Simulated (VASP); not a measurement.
# V in VASP: single point with PBE

Aim: the single point of V with PBE.

All numbers are computed with VASP 6.6.1; they aren't measurements. Logs are shortened: lines on timing, memory, paths and dates and some standing lists are left out, and cuts for length are marked.

## 1. The cell of the first run

The cell holds a sheet with vacuum, 1 atom: a = 2.296 Å, b = 2.296 Å, c = 23.800 Å, α = 90.00°, β = 90.00°, γ = 90.00°.

## 2. Single point, PBE, collinear spin, ferromagnetic start

File INCAR:

```
SYSTEM = V
PREC = Accurate
ENCUT = 450
EDIFF = 1E-6
ISMEAR = -1
SIGMA = 0.05
LREAL = .FALSE.
LASPH = .TRUE.
NELM = 300
ALGO = Normal
ISIF = 2
LWAVE = .FALSE.
LCHARG = .FALSE.
ISPIN = 2
MAGMOM = 2
LORBIT = 11
LMAXMIX = 4
GGA = PE
NBANDS = 16
GGA_COMPAT = .FALSE.
NELMDL = -8
AMIX = 0.1
BMIX = 1E-4
AMIX_MAG = 0.4
BMIX_MAG = 1E-4
KPAR = 4
```

File KPOINTS:

```
Automatic mesh
0
G
  11 11 1
  0 0 0
```

File POSCAR:

```
V
1.0
    2.2955200000      0.0000000000      0.0000000000
    0.0000000000      2.2955200000      0.0000000000
    0.0000000000      0.0000000000     23.8000000000
V
1
Direct
    0.5000000000      0.5000000000      0.2941200000
```

Potentials or basis: VASP PAW PBE potentials, release 64 (V_sv).

Command:

```sh
cat potpaw_PBE.64/V_sv/POTCAR > POTCAR
mpirun -np 4 vasp_std > vasp.out
```

OUTCAR:

```text
SYSTEM = V
   PREC = Accurate
   ENCUT = 450
   EDIFF = 1E-6
   ISMEAR = -1
   LREAL = .FALSE.
   LASPH = .TRUE.
   NELM = 300
   ISIF = 2
   ISPIN = 2
   LORBIT = 11
   GGA = PE
   NELMDL = -8
   AMIX = 0.1
   AMIX_MAG = 0.4

 ion  position               nearest neighbor table
   1  0.500  0.500  0.294-

  LATTYP: Found a simple tetragonal cell.
 ALAT       =     2.2955200000
 C/A-ratio  =    10.3680211891

  Lattice vectors:

 A1 = (   2.2955200000,   0.0000000000,   0.0000000000)
 A2 = (   0.0000000000,   2.2955200000,   0.0000000000)
 A3 = (   0.0000000000,   0.0000000000,  23.8000000000)

Analysis of symmetry for initial positions (statically):
=====================================================================
 Subroutine PRICEL returns:
 Original cell was already a primitive cell.

 Routine SETGRP: Setting up the symmetry group for a
 simple tetragonal supercell.

 Subroutine GETGRP returns: Found 16 space group operations
 (whereof  8 operations were pure point group operations)
 out of a pool of 16 trial point group operations.

The static configuration has the point symmetry C_4v.
 The point group associated with its full space group is D_4h.

Analysis of symmetry for dynamics (positions and initial velocities):
=====================================================================
 Subroutine PRICEL returns:
 Original cell was already a primitive cell.

 Routine SETGRP: Setting up the symmetry group for a
 simple tetragonal supercell.

 Subroutine GETGRP returns: Found 16 space group operations
 (whereof  8 operations were pure point group operations)
 out of a pool of 16 trial point group operations.

The dynamic configuration has the point symmetry C_4v.
 The point group associated with its full space group is D_4h.

Analysis of structural, dynamic, and magnetic symmetry:
=====================================================================
 Subroutine PRICEL returns:
 Original cell was already a primitive cell.

 Routine SETGRP: Setting up the symmetry group for a
 simple tetragonal supercell.

 Subroutine GETGRP returns: Found 16 space group operations
 (whereof  8 operations were pure point group operations)
 out of a pool of 16 trial point group operations.

The overall configuration has the point symmetry C_4v.
 The point group associated with its full space group is D_4h.

 Subroutine INISYM returns: Found 16 space group operations
 (whereof  8 operations are pure point group operations),
 and found     1 'primitive' translations

----------------------------------------------------------------------------------------

                                     Primitive cell

  volume of cell :     125.4120

  direct lattice vectors                    reciprocal lattice vectors
     2.295520000  0.000000000  0.000000000     0.435631142  0.000000000  0.000000000
     0.000000000  2.295520000  0.000000000     0.000000000  0.435631142  0.000000000
     0.000000000  0.000000000 23.800000000     0.000000000  0.000000000  0.042016807

  length of vectors
     2.295520000  2.295520000 23.800000000     0.435631142  0.435631142  0.042016807

  position of ions in fractional coordinates (direct lattice)
     0.500000000  0.500000000  0.294120000

  ion indices of the primitive-cell ions
   primitive index   ion index
                 1           1

----------------------------------------------------------------------------------------

 KPOINTS: Automatic mesh

Automatic generation of k-mesh.
 Grid dimensions read from file:
 generate k-points for:   11   11    1

 Generating k-lattice:

  Cartesian coordinates                     Fractional coordinates (reciprocal lattice)
     0.039602831  0.000000000  0.000000000     0.090909091  0.000000000  0.000000000
     0.000000000  0.039602831  0.000000000     0.000000000  0.090909091  0.000000000
     0.000000000  0.000000000  0.042016807     0.000000000  0.000000000  1.000000000

  Length of vectors
     0.039602831  0.039602831  0.042016807

  Shift w.r.t. Gamma in fractional coordinates (k-lattice)
     0.000000000  0.000000000  0.000000000

 Subroutine IBZKPT returns following result:
 ===========================================

 Found     21 irreducible k-points:

 Following reciprocal coordinates:
            Coordinates               Weight
  0.000000  0.000000  0.000000      1.000000
  0.090909  0.000000  0.000000      4.000000
  0.181818  0.000000  0.000000      4.000000
  0.272727  0.000000  0.000000      4.000000
  0.363636  0.000000  0.000000      4.000000
  0.454545  0.000000  0.000000      4.000000
[... 13 lines left out ...]
  0.454545  0.363636  0.000000      8.000000
  0.454545  0.454545  0.000000      4.000000
   k-points           NKPTS =     21   k-points in BZ     NKDIM =     21   number of bands    NBANDS=     16
   number of dos      NEDOS =    301   number of ions     NIONS =      1
   total plane-waves  NPLWV =  43008
   dimension x,y,z NGX =    16 NGY =   16 NGZ =  168
   dimension x,y,z NGXF=    32 NGYF=   32 NGZF=  336
   ions per type =               1
   NGX,Y,Z   is equivalent  to a cutoff of  11.59, 11.59, 11.74 a.u.
   NGXF,Y,Z  is equivalent  to a cutoff of  23.18, 23.18, 23.47 a.u.
 SYSTEM =  V
   PREC   = accura    normal or accurate (medium, high low for compatibility)
   ISTART =      0    job   : 0-new  1-cont  2-samecut
   ICHARG =      2    charge: 1-file 2-atom 10-const
   ISPIN  =      2    spin polarized calculation?
   LNONCOLLINEAR =      F non collinear calculations
   LSORBIT =      F    spin-orbit coupling
   LASPH  =      T    aspherical Exc in radial PAW
   ENCUT  =  450.0 eV  33.07 Ry    5.75 a.u.   3.97  3.97 41.17*2*pi/ulx,y,z
   NELM   =    300;   NELMIN=  2; NELMDL= -8     # of ELM steps
   EDIFF  = 0.1E-05   stopping-criterion for ELM
   LREAL  =      F    real-space projection
   EDIFFG = 0.1E-04   stopping-criterion for IOM
   NSW    =      0    number of steps for IOM
   IBRION =     -1    ionic relax: 0-MD 1-quasi-New 2-CG
   NFREE  =      0    steps in history (QN), initial steepest desc. (CG)
   ISIF   =      2    stress and relaxation
   ISYM   =      2    0-nonsym 1-usesym 2-fastsym
   POTIM  = 0.5000    time-step for ionic-motion
   TEBEG  =    0.0;   TEEND  =   0.0 temperature during run
   PSTRESS=    0.0 pullay stress
   NELECT =      13.0000    total number of electrons
   NUPDOWN=      -1.0000    fix difference up-down
   EMIN   =  10.00;   EMAX   =-10.00  energy-range for DOS
   EFERMI =   0.00;   METHOD = LEGACY
   ISMEAR =    -1;   SIGMA  =   0.05  broadening in eV -4-tet -1-fermi 0-gaus
   EFERMI_NEDOS =   21; number of points for ismear=-14 and -15
   IALGO  =     38    algorithm
   IMIX   =      4    mixing-type and parameters
     AMIX     =   0.10;   BMIX     =  0.00
     AMIX_MAG =   0.40;   BMIX_MAG =  0.00
  volume/ion in A,a.u.               =     125.41       846.32
  Fermi-wavevector in a.u.,A,eV,Ry     =   0.769029  1.453255  8.046569  0.591406
  Thomas-Fermi vector in A             =   1.869930
   LORBIT       =     11    0 simple, 1 ext, 2 COOP (PROOUT), +10 PAW based schemes
   GGA     = PE    functional components
   LHFCALC =     F    Hartree Fock is set to
   AEXX    =    0.0000 exact exchange contribution
   IVDW    =     0    specifies the selected vdW correction
   LEPSILON=     F    determine dielectric tensor
   LRPA    =     F    only Hartree local field effects (RPA)
 spin polarized calculation
  energy-cutoff  :      450.00
  volume of cell :      125.41
 maximum number of plane-waves:      2790
 NGX is ok and might be reduce to    16
   NGX =  7   NGY =  7   NGZ = 83

 number of electron      12.9999986 magnetization       0.0357694

 number of electron      12.9999986 magnetization      -0.0019278

 Free energy of the ion-electron system (eV)
  ---------------------------------------------------
  ext. energy  EPLUGINS =         0.00000000
  ---------------------------------------------------
  free energy    TOTEN  =        -6.83099172 eV

  energy without entropy =       -6.81627849  energy(sigma->0) =       -6.82363511

 E-fermi :  -3.3187     XC(G=0):  -2.1927

 val. band max:       -3.5602063141   @ k =   0.1818   0.0909   0.0000
 cond. band min:      -3.3151954525   @ k =   0.2727   0.1818   0.0000
 fundamental gap:      0.2450108616
 Fermi energy:        -3.3187483569

 spin component 1

 k-point     1 :       0.0000    0.0000    0.0000
  band No.  band energies     occupation
      1     -67.3414      1.00000
      2     -41.1561      1.00000
      3     -40.1991      1.00000
      4     -40.1991      1.00000
      5      -7.7427      1.00000
      6      -5.7669      1.00000
[... 8 lines left out ...]
     15       2.6246      0.00000
     16       3.0435      0.00000

 k-point     2 :       0.0909    0.0000    0.0000
  band No.  band energies     occupation
      1     -67.3174      1.00000
      2     -41.1387      1.00000
      3     -40.3437      1.00000
      4     -40.1866      1.00000
      5      -7.4375      1.00000
      6      -5.5463      1.00000
[... 8 lines left out ...]
     15       2.8886      0.00000
     16       3.2692      0.00000

 k-point     3 :       0.1818    0.0000    0.0000
  band No.  band energies     occupation
      1     -67.2522      1.00000
      2     -41.0916      1.00000
      3     -40.7236      1.00000
      4     -40.1531      1.00000
      5      -6.6843      1.00000
      6      -4.8725      1.00000
[... 8 lines left out ...]
     15       3.6436      0.00000
     16       3.9452      0.00000
[... 305 lines left out ...]
 k-point    20 :       0.4545    0.3636    0.0000
  band No.  band energies     occupation
      1     -66.7926      1.00000
      2     -41.6572      1.00000
      3     -41.3815      1.00000
      4     -40.7718      1.00000
      5      -6.4845      1.00000
      6      -3.9658      1.00000
[... 8 lines left out ...]
     15      11.3903      0.00000
     16      11.4935      0.00000

 k-point    21 :       0.4545    0.4545    0.0000
  band No.  band energies     occupation
      1     -66.7465      1.00000
      2     -41.6170      1.00000
      3     -41.6127      1.00000
      4     -40.7409      1.00000
      5      -6.9791      1.00000
      6      -3.7150      0.99964
[... 8 lines left out ...]
     15      12.4440      0.00000
     16      13.1402      0.00000
 Fermi energy:        -3.3187483569

 spin component 2

 k-point     1 :       0.0000    0.0000    0.0000
  band No.  band energies     occupation
      1     -67.3431      1.00000
      2     -41.1572      1.00000
      3     -40.2010      1.00000
      4     -40.2010      1.00000
      5      -7.7436      1.00000
      6      -5.7703      1.00000
[... 8 lines left out ...]
     15       2.6308      0.00000
     16       3.0467      0.00000

 k-point     2 :       0.0909    0.0000    0.0000
  band No.  band energies     occupation
      1     -67.3191      1.00000
      2     -41.1398      1.00000
      3     -40.3457      1.00000
      4     -40.1886      1.00000
      5      -7.4385      1.00000
      6      -5.5496      1.00000
[... 8 lines left out ...]
     15       2.8947      0.00000
     16       3.2723      0.00000

 k-point     3 :       0.1818    0.0000    0.0000
  band No.  band energies     occupation
      1     -67.2539      1.00000
      2     -41.0927      1.00000
      3     -40.7255      1.00000
      4     -40.1550      1.00000
      5      -6.6855      1.00000
      6      -4.8754      1.00000
[... 8 lines left out ...]
     15       3.6496      0.00000
     16       3.9483      0.00000
[... 305 lines left out ...]
 k-point    20 :       0.4545    0.3636    0.0000
  band No.  band energies     occupation
      1     -66.7943      1.00000
      2     -41.6592      1.00000
      3     -41.3835      1.00000
      4     -40.7729      1.00000
      5      -6.4851      1.00000
      6      -3.9670      1.00000
[... 8 lines left out ...]
     15      11.3914      0.00000
     16      11.5015      0.00000

 k-point    21 :       0.4545    0.4545    0.0000
  band No.  band energies     occupation
      1     -66.7482      1.00000
      2     -41.6190      1.00000
      3     -41.6147      1.00000
      4     -40.7420      1.00000
      5      -6.9796      1.00000
      6      -3.7163      0.99965
[... 8 lines left out ...]
     15      12.4435      0.00000
     16      13.1398      0.00000

------------------------ aborting loop because EDIFF is reached ----------------------------------------

  FORCE on cell =-STRESS in cart. coord.  units (eV):
  Direction    XX          YY          ZZ          XY          YZ          ZX
  --------------------------------------------------------------------------------------
  -------------------------------------------------------------------------------------
  Total       -0.0624070     -0.0624070     -0.0785255      0.0000000      0.0000000      0.0000000
  in kB       -0.7972687     -0.7972687     -1.0031875      0.0000000      0.0000000      0.0000000
  external PRESSURE =      -0.8659083 kB  Pullay stress =       0.0000000 kB

 VOLUME and BASIS-vectors are now :
 -----------------------------------------------------------------------------
  energy-cutoff  :      450.00
  volume of cell :      125.41
      direct lattice vectors                 reciprocal lattice vectors
     2.295520000  0.000000000  0.000000000     0.435631142  0.000000000  0.000000000
     0.000000000  2.295520000  0.000000000     0.000000000  0.435631142  0.000000000
     0.000000000  0.000000000 23.800000000     0.000000000  0.000000000  0.042016807

 POSITION                                       TOTAL-FORCE (eV/Angst)
 -----------------------------------------------------------------------------------
      1.14776      1.14776      7.00006         0.000000      0.000000     -0.000000
 -----------------------------------------------------------------------------------
    total drift:                                0.000000      0.000000     -0.000218

  FREE ENERGIE OF THE ION-ELECTRON SYSTEM (eV)
  ---------------------------------------------------
  free  energy   TOTEN  =        -6.8309917183 eV

  energy  without entropy=       -6.8162784917  energy(sigma->0) =       -6.82363511

 total charge

# of ion       s       p       d       tot
------------------------------------------
    1        2.346   6.128   3.295  11.769

 magnetization (x)

# of ion       s       p       d       tot
------------------------------------------
    1       -0.000  -0.000  -0.001  -0.002
```

It took 20 s on 4 MPI ranks of AMD EPYC 7R13 (Zen 3), shared host; peak memory 0.22 GiB.

What came out:

```
Free energy                                           : -6.8310 eV
Net moment                                            : 0.00 μB per cell
Valence electrons inside the program's atomic spheres : V 11.77
```

Caveat: the moments typed at the start vanished in this run.
